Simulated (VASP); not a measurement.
# BiTe (P1) in VASP: single point with PBE

Aim: the single point of BiTe with PBE.

All numbers are computed with VASP 6.6.1; they aren't measurements. Logs are shortened: lines on timing, memory, paths and dates and some standing lists are left out, and cuts for length are marked.

### Step 1. The cell of the first run

The typed cell holds 2 atoms: a = 5.011 Å, b = 5.007 Å, c = 5.092 Å, α = 61.95°, β = 61.33°, γ = 61.69°.

### Step 2. Single point, PBE (atoms moved at random and the cell strained at random)

Contents of INCAR:

```
SYSTEM = BiTe
ALGO = Normal
EDIFF = 1E-7
ENCUT = 520
GGA = PE
ISIF = 2
ISMEAR = 0
LASPH = .True.
LCHARG = .False.
LREAL = .False.
LWAVE = .False.
NBANDS = 18
NELM = 80
PREC = Accurate
SIGMA = 0.05
```

Contents of KPOINTS:

```
k-points
0
Gamma
  8 8 8
  0 0 0
```

Contents of POSCAR:

```
BiTe
1.0
   -0.0682324240      3.5671071492      3.5193192562
    3.5462153374     -0.0824439969      3.5335308291
    3.5816930151      3.6167963997     -0.1179216746
Bi Te
1 1
Direct
   -0.0062936081      0.0192895329      0.0095219789
    0.2562936081      0.2307104671      0.2404780211
```

Potentials or basis: VASP PAW PBE potentials, release 64 (Bi_d, Te).

Started as:

```bash
$ cat potpaw_PBE.64/Bi_d/POTCAR potpaw_PBE.64/Te/POTCAR > POTCAR
$ mpirun -np 1 vasp_std > vasp.out
```

OUTCAR:

```text
SYSTEM = BiTe
   EDIFF = 1E-7
   ENCUT = 520
   GGA = PE
   ISIF = 2
   ISMEAR = 0
   LASPH = .True.
   LREAL = .False.
   NELM = 80
   PREC = Accurate

 ion  position               nearest neighbor table
   1  0.994  0.019  0.010-   2 2.87   2 3.07   2 3.27   2 3.30
   2  0.256  0.231  0.240-   1 2.87   1 3.07   1 3.27   1 3.30

  LATTYP: Found a triclinic cell.
 ALAT       =     8.8198276578
 B/A-ratio  =     0.5676781422
 C/A-ratio  =     0.5842576903
 COS(alpha) =     0.0033728918
 COS(beta)  =     0.2870567751
 COS(gamma) =     0.8658872384

  Lattice vectors:

 A1 = (  -7.1606630988,   3.7319951430,  -3.5477424020)
 A2 = (  -3.5462153374,   0.0824439969,  -3.5335308291)
 A3 = (  -3.6499254391,  -0.0496892505,   3.6372409308)

Analysis of symmetry for initial positions (statically):
=====================================================================
 Subroutine PRICEL returns:
 Original cell was already a primitive cell.

 Routine SETGRP: Setting up the symmetry group for a
 triclinic supercell.

 Subroutine GETGRP returns: Found  1 space group operations
 (whereof  1 operations were pure point group operations)
 out of a pool of  2 trial point group operations.

The static configuration has the point symmetry C_1 .

Analysis of symmetry for dynamics (positions and initial velocities):
=====================================================================
 Subroutine PRICEL returns:
 Original cell was already a primitive cell.

 Routine SETGRP: Setting up the symmetry group for a
 triclinic supercell.

 Subroutine GETGRP returns: Found  1 space group operations
 (whereof  1 operations were pure point group operations)
 out of a pool of  2 trial point group operations.

The dynamic configuration has the point symmetry C_1 .

 Subroutine INISYM returns: Found  1 space group operations
 (whereof  1 operations are pure point group operations),
 and found     1 'primitive' translations

----------------------------------------------------------------------------------------

                                     Primitive cell

  volume of cell :      93.6862

  direct lattice vectors                    reciprocal lattice vectors
    -0.068232424  3.567107149  3.519319256    -0.136309708  0.139553075  0.140055065
     3.546215337 -0.082443997  3.533530829     0.140354709 -0.134460295  0.139007287
     3.581693015  3.616796400 -0.117921675     0.137636373  0.135786959 -0.134962286

  length of vectors
     5.011438626  5.006823379  5.091526939     0.240147493  0.238960334  0.235789499

  position of ions in fractional coordinates (direct lattice)
     0.993706392  0.019289533  0.009521979
     0.256293608  0.230710467  0.240478021

  ion indices of the primitive-cell ions
   primitive index   ion index
                 1           1
                 2           2

----------------------------------------------------------------------------------------

 KPOINTS: k-points

Automatic generation of k-mesh.
 Grid dimensions read from file:
 generate k-points for:    8    8    8

 Generating k-lattice:

  Cartesian coordinates                     Fractional coordinates (reciprocal lattice)
    -0.017038714  0.017444134  0.017506883     0.125000000 -0.000000000 -0.000000000
     0.017544339 -0.016807537  0.017375911     0.000000000  0.125000000  0.000000000
     0.017204547  0.016973370 -0.016870286    -0.000000000  0.000000000  0.125000000

  Length of vectors
     0.030018437  0.029870042  0.029473687

  Shift w.r.t. Gamma in fractional coordinates (k-lattice)
     0.000000000  0.000000000  0.000000000

 Subroutine IBZKPT returns following result:
 ===========================================

 Found    260 irreducible k-points:

 Following reciprocal coordinates:
            Coordinates               Weight
  0.000000  0.000000  0.000000      1.000000
  0.125000  0.000000 -0.000000      2.000000
  0.250000  0.000000 -0.000000      2.000000
  0.375000  0.000000  0.000000      2.000000
  0.500000  0.000000 -0.000000      1.000000
  0.000000  0.125000  0.000000      2.000000
[... 16 lines left out ...]
  0.125000  0.375000  0.000000      2.000000
  0.250000  0.375000  0.000000      2.000000
 [... further k-points ...]
   k-points           NKPTS =    260   k-points in BZ     NKDIM =    260   number of bands    NBANDS=     18
   number of dos      NEDOS =    301   number of ions     NIONS =      2
   total plane-waves  NPLWV =  64000
   dimension x,y,z NGX =    40 NGY =   40 NGZ =   40
   dimension x,y,z NGXF=    80 NGYF=   80 NGZF=   80
   ions per type =               1   1
   NGX,Y,Z   is equivalent  to a cutoff of  13.27, 13.28, 13.06 a.u.
   NGXF,Y,Z  is equivalent  to a cutoff of  26.54, 26.56, 26.12 a.u.
 SYSTEM =  BiTe
   PREC   = accura    normal or accurate (medium, high low for compatibility)
   ISTART =      0    job   : 0-new  1-cont  2-samecut
   ICHARG =      2    charge: 1-file 2-atom 10-const
   ISPIN  =      1    spin polarized calculation?
   LNONCOLLINEAR =      F non collinear calculations
   LSORBIT =      F    spin-orbit coupling
   LASPH  =      T    aspherical Exc in radial PAW
   ENCUT  =  520.0 eV  38.22 Ry    6.18 a.u.   9.32  9.31  9.47*2*pi/ulx,y,z
   NELM   =     80;   NELMIN=  2; NELMDL= -5     # of ELM steps
   EDIFF  = 0.1E-06   stopping-criterion for ELM
   LREAL  =      F    real-space projection
   EDIFFG = 0.1E-05   stopping-criterion for IOM
   NSW    =      0    number of steps for IOM
   IBRION =     -1    ionic relax: 0-MD 1-quasi-New 2-CG
   NFREE  =      0    steps in history (QN), initial steepest desc. (CG)
   ISIF   =      2    stress and relaxation
   ISYM   =      2    0-nonsym 1-usesym 2-fastsym
   POTIM  = 0.5000    time-step for ionic-motion
   TEBEG  =    0.0;   TEEND  =   0.0 temperature during run
   PSTRESS=    0.0 pullay stress
   NELECT =      21.0000    total number of electrons
   NUPDOWN=      -1.0000    fix difference up-down
   EMIN   =  10.00;   EMAX   =-10.00  energy-range for DOS
   EFERMI =   0.00;   METHOD = LEGACY
   ISMEAR =     0;   SIGMA  =   0.05  broadening in eV -4-tet -1-fermi 0-gaus
   EFERMI_NEDOS =   21; number of points for ismear=-14 and -15
   IALGO  =     38    algorithm
   IMIX   =      4    mixing-type and parameters
     AMIX     =   0.40;   BMIX     =  1.00
     AMIX_MAG =   1.60;   BMIX_MAG =  1.00
  volume/ion in A,a.u.               =      46.84       316.11
  Fermi-wavevector in a.u.,A,eV,Ry     =   0.994465  1.879266 13.455618  0.988960
  Thomas-Fermi vector in A             =   2.126418
   LORBIT       =      0    0 simple, 1 ext, 2 COOP (PROOUT), +10 PAW based schemes
   GGA     = PE    functional components
   LHFCALC =     F    Hartree Fock is set to
   AEXX    =    0.0000 exact exchange contribution
   IVDW    =     0    specifies the selected vdW correction
   LEPSILON=     F    determine dielectric tensor
   LRPA    =     F    only Hartree local field effects (RPA)
 non-spin polarized calculation
 Gauss-broadening in eV      SIGMA  =   0.05
  energy-cutoff  :      520.00
  volume of cell :       93.69
 maximum number of plane-waves:      2563
 NGX is ok and might be reduce to    40
   NGX = 19   NGY = 19   NGZ = 19

 number of electron      21.0000003 magnetization

 Free energy of the ion-electron system (eV)
  ---------------------------------------------------
  ext. energy  EPLUGINS =         0.00000000
  ---------------------------------------------------
  free energy    TOTEN  =        -6.61758882 eV

  energy without entropy =       -6.61505469  energy(sigma->0) =       -6.61632175

 E-fermi :   3.8378     XC(G=0):  -7.7509

 val. band max:        3.8262673507   @ k =   0.1250   0.1250   0.1250
 cond. band min:       3.8438409312   @ k =   0.5000  -0.2500   0.3750
 fundamental gap:      0.0175735805
 Fermi energy:         3.8378170875

 k-point     1 :       0.0000    0.0000    0.0000
  band No.  band energies     occupation
      1     -19.5417      2.00000
      2     -19.5194      2.00000
      3     -19.4911      2.00000
      4     -19.4758      2.00000
      5     -19.4734      2.00000
      6      -9.3201      2.00000
[... 10 lines left out ...]
     17      10.5083      0.00000
     18      10.9202      0.00000

 k-point     2 :       0.1250    0.0000   -0.0000
  band No.  band energies     occupation
      1     -19.5416      2.00000
      2     -19.5191      2.00000
      3     -19.4912      2.00000
      4     -19.4754      2.00000
      5     -19.4735      2.00000
      6      -9.2291      2.00000
[... 10 lines left out ...]
     17      10.6388      0.00000
     18      11.4438      0.00000

 k-point     3 :       0.2500    0.0000   -0.0000
  band No.  band energies     occupation
      1     -19.5415      2.00000
      2     -19.5184      2.00000
      3     -19.4915      2.00000
      4     -19.4746      2.00000
      5     -19.4736      2.00000
      6      -8.9731      2.00000
[... 10 lines left out ...]
     17      10.4705      0.00000
     18      12.8947      0.00000

 k-point     4 :       0.3750    0.0000    0.0000
  band No.  band energies     occupation
      1     -19.5415      2.00000
      2     -19.5176      2.00000
      3     -19.4918      2.00000
      4     -19.4739      2.00000
      5     -19.4737      2.00000
      6      -8.6280      2.00000
[... 375 lines left out ...]
      4     -19.4760      2.00000
      5     -19.4725      2.00000
      6      -8.8313      2.00000
[... 10 lines left out ...]
     17      10.6544      0.00000
     18      12.5116      0.00000

 k-point    23 :       0.1250    0.3750    0.0000
  band No.  band energies     occupation
      1     -19.5416      2.00000
      2     -19.5189      2.00000
      3     -19.4904      2.00000
      4     -19.4758      2.00000
      5     -19.4727      2.00000
      6      -8.8125      2.00000
[... 10 lines left out ...]
     17      10.9962      0.00000
     18      12.3321      0.00000

 k-point    24 :       0.2500    0.3750    0.0000
  band No.  band energies     occupation
      1     -19.5420      2.00000
      2     -19.5178      2.00000
      3     -19.4907      2.00000
      4     -19.4754      2.00000
      5     -19.4728      2.00000
      6      -8.6321      2.00000
[... 10 lines left out ...]
     17      11.9126      0.00000
     18      12.3314      0.00000

 [... further k-points ...]

------------------------ aborting loop because EDIFF is reached ----------------------------------------

  FORCE on cell =-STRESS in cart. coord.  units (eV):
  Direction    XX          YY          ZZ          XY          YZ          ZX
  --------------------------------------------------------------------------------------
  -------------------------------------------------------------------------------------
  Total        0.7159089      0.5615226      0.5764303      0.2967559      0.5664258      0.1635827
  in kB       12.2431359      9.6028942      9.8578392      5.0749796      9.6867475      2.7975140
  external PRESSURE =      10.5679564 kB  Pullay stress =       0.0000000 kB

 VOLUME and BASIS-vectors are now :
 -----------------------------------------------------------------------------
  energy-cutoff  :      520.00
  volume of cell :       93.69
      direct lattice vectors                 reciprocal lattice vectors
    -0.068232424  3.567107149  3.519319256    -0.136309708  0.139553075  0.140055065
     3.546215337 -0.082443997  3.533530829     0.140354709 -0.134460295  0.139007287
     3.581693015  3.616796400 -0.117921675     0.137636373  0.135786959 -0.134962286

 POSITION                                       TOTAL-FORCE (eV/Angst)
 -----------------------------------------------------------------------------------
      0.03471      3.57751      3.56421        -0.547605     -0.157857     -0.225937
      1.66198      1.76497      1.68884         0.547605      0.157857      0.225937
 -----------------------------------------------------------------------------------
    total drift:                                0.000179      0.000205      0.000172

  FREE ENERGIE OF THE ION-ELECTRON SYSTEM (eV)
  ---------------------------------------------------
  free  energy   TOTEN  =        -6.6175888162 eV

  energy  without entropy=       -6.6150546853  energy(sigma->0) =       -6.61632175
```

Wall time 3.4 min (1 thread of AMD EPYC 9R45 (Zen 5), shared host); peak memory 0.54 GiB.

Results:

```yaml
Free_energy: -6.6176 eV
Pressure: 1.1 GPa
Largest_force: 0.613 eV/Å
Band_gap_on_the_k_mesh: zero (an odd number of electrons rules out a gap without spin polarisation)
```

Forces in eV/Å, atoms in the order of the input:
```
Bi  -0.548 -0.158 -0.226
Te   0.548  0.158  0.226
```

Levels at points of the mesh, in eV from the Fermi level:
```csv
k point,band 8,band 9,band 10,band 11,band 12,band 13
"(0.00, 0.00, 0.00)",-3.35,-2.52,-2.13,-0.58,-0.30,0.73
"(0.50, 0.00, 0.00)",-3.64,-3.23,-2.77,0.12,1.72,2.37
"(0.00, 0.50, 0.00)",-3.78,-3.50,-2.91,0.14,1.47,2.11
"(0.50, 0.50, 0.00)",-4.03,-3.89,-1.86,-0.90,2.75,3.12
"(0.00, 0.00, 0.50)",-3.75,-3.34,-2.77,0.10,1.61,2.07
"(0.50, 0.00, 0.50)",-3.96,-3.84,-1.78,-0.92,2.84,3.00
"(0.00, 0.50, 0.50)",-4.23,-3.81,-1.93,-0.76,2.57,3.23
"(0.50, 0.50, 0.50)",-3.48,-3.11,-3.04,0.56,1.36,2.85
```

Caveat: the cell differs from its parent crystal (atoms moved at random and the cell strained at random); spin-orbit coupling is left out, which moves the levels of the heavy elements.
